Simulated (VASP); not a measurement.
W: single point with PBE

Crystal: W.

```
W
1.0
     2.87085    0.00000    0.00000
     1.43543    2.48623    0.00000
     1.43543    0.82874    2.34404
W
1
Direct
  0.00000 0.00000 0.00000
```

```
Program             : VASP 6.6.1
Task                : single point
Functional          : PBE
Potentials or basis : VASP PAW PBE potentials, release 64 (W_sv)
Cutoff              : 520 eV
k mesh              : 3 × 3 × 3
Occupations         : fermi-dirac, width 0.1 eV
Spin                : no spin polarisation
```

* Pressure: 1.9 GPa
* Band gap on the k mesh: zero (band 7 reaches 10.39 eV, above the bottom of band 8 at 9.71 eV)

Levels at points of the mesh, in eV from the Fermi level:
| k point | band 4 | band 5 | band 6 | band 7 | band 8 | band 9 | band 10 | band 11 |
| --- | --- | --- | --- | --- | --- | --- | --- | --- |
| (0.00, 0.00, 0.00) | -37.10 | -8.68 | -0.30 | -0.30 | -0.30 | 2.74 | 2.74 | 12.98 |

It took 5.6 s on 1 thread of AMD EPYC 7R43 64-Core Processor (Zen 3), with other jobs on the host, peak memory 0.1 GiB.

Caveat: the k points lie up to 0.89 Å⁻¹ apart; spin-orbit coupling is left out, which moves the levels of the heavy elements.
